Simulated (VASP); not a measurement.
Runs of VASP 6.6.1 on In. The structure is that of space group P6_3/mmc (No. 194), or close to it. The cells are those of the table. This isn't the form of In at room conditions, which is tetragonal.

| task | level | potentials or basis | cell | k mesh | cutoff (eV) | grid for exact exchange (PRECFOCK) | share of exact exchange | gap on the mesh (eV) | pressure (GPa) |
| --- | --- | --- | --- | --- | --- | --- | --- | --- | --- |
| single point | PBEsol+D3(BJ) | VASP PAW PBE potentials, release 64 (In_d) | a = 3.255, b = 3.255, c = 5.299 Å, angles 90.0, 90.0, 120.0°, 2 atoms | 9 × 9 × 5 | 520 | - | - | none | -0.1 |
| single point | PBE0 | VASP PAW PBE potentials, release 64 (In_d) | a = 3.335, b = 3.335, c = 5.509 Å, angles 90.0, 90.0, 120.0°, 2 atoms | 4 × 4 × 4 | 520 | Normal | 0.25 | none | (a) |
| single point | LDA | VASP PAW LDA potentials, release 64 (In_d) | a = 3.268, b = 3.268, c = 5.327 Å, angles 90.0, 90.0, 120.0°, 2 atoms | 9 × 9 × 5 | 520 | - | - | none | 0.0 |
| relaxation of cell and atoms | PBEsol+D3(BJ) | VASP PAW PBE potentials, release 64 (In_d) | relaxed from a = 3.335, b = 3.335, c = 5.509 Å, angles 90.0, 90.0, 120.0°, 2 atoms | 9 × 9 × 5 | 600 | - | - | none | 0.0 |
| single point | revPBE+D3(BJ) | VASP PAW PBE potentials, release 64 (In_d) | a = 3.316, b = 3.316, c = 5.409 Å, angles 90.0, 90.0, 120.0°, 2 atoms | 9 × 9 × 5 | 520 | - | - | none | 0.0 |

Alike in all rows: no spin polarisation; smearing fermi-dirac 0.05 eV.

Q: Estimate the missing entries.

A: (a) 1.7.

Caveats: some runs use coarse meshes; spin-orbit coupling is left out, which moves the levels of the heavy elements; the PAW data sets were made with another functional, which shifts forces and pressure a little (at least some runs).

A k mesh can miss the band edges, and the runs leave out spin-orbit coupling on In.

A gap of «none» marks levels without a gap at the run's occupations.
